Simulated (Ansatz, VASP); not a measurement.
As in VASP and in Ansatz

Contents of INCAR:

```
PREC = Accurate ; ENCUT = 520
EDIFF = 1E-6 ; ISMEAR = -1
SIGMA = 0.03 ; LREAL = F
LASPH = T ; NELM = 100
ALGO = Normal ; ISIF = 2
LWAVE = F ; LCHARG = F
GGA = PE ; NBANDS = 12
```

Contents of KPOINTS:

```
regular mesh
0
Gamma
  11 11 11
```

POSCAR

```
As
1.0
    1.8417028838      1.0633076557      3.4152171905
   -1.8417028838      1.0633076557      3.4152171905
    0.0000000000     -2.1266153114      3.4152171905
As
2
Direct
    0.2275400000      0.2275400000      0.2275400000
    0.7724600000      0.7724600000      0.7724600000
```

Input for Ansatz:

```yaml
crystal:
  lattice:
    - [1.8417028838, 1.0633076557, 3.4152171905]
    - [-1.8417028838, 1.0633076557, 3.4152171905]
    - [0.0, -2.1266153114, 3.4152171905]
  atoms:
    - { symbol: As, position: [0.22754, 0.22754, 0.22754] }
    - { symbol: As, position: [0.77246, 0.77246, 0.77246] }
kpoints:
  mp_grid: { grid: [11, 11, 11] }
scf:
  occupations: { method: fermi_dirac, width: 0.03 }
hamiltonian:
  xc: pbe
  pseudopotentials: { kind: all_electron, lapw: { basis_error: 0.00025 } }
output:
  forces: true
  stress: true
  eigenvalues: true
```

Change from the starting cell: volume scaled by 0.9405.

Alike in both runs: task single point; functional PBE; k mesh 11 × 11 × 11; occupations fermi-dirac, width 0.03 eV; no spin polarisation.

|  | VASP | Ansatz |
| --- | --- | --- |
| version | VASP 6.6.1 | Ansatz 0.2.0 |
| potentials or method | VASP PAW PBE potentials, release 64 (As), cutoff 520 eV | all-electron LAPW, scalar-relativistic |

VASP gave:

```
pressure (GPa)                                                : 9.8
traceless stress, the component that is largest in VASP (GPa) : -2.06
rms of the force components (eV/Å)                            : 0.427
```

Which values does Ansatz return?

Pressure (GPa): 9.4; traceless stress, the component that is largest in VASP (GPa): -1.92; rms of the force components (eV/Å): 0.383.

Atom by atom the forces differ by 0.044 eV/Å (rms over components). Ansatz ran all-electron here, and VASP with PAW potentials.
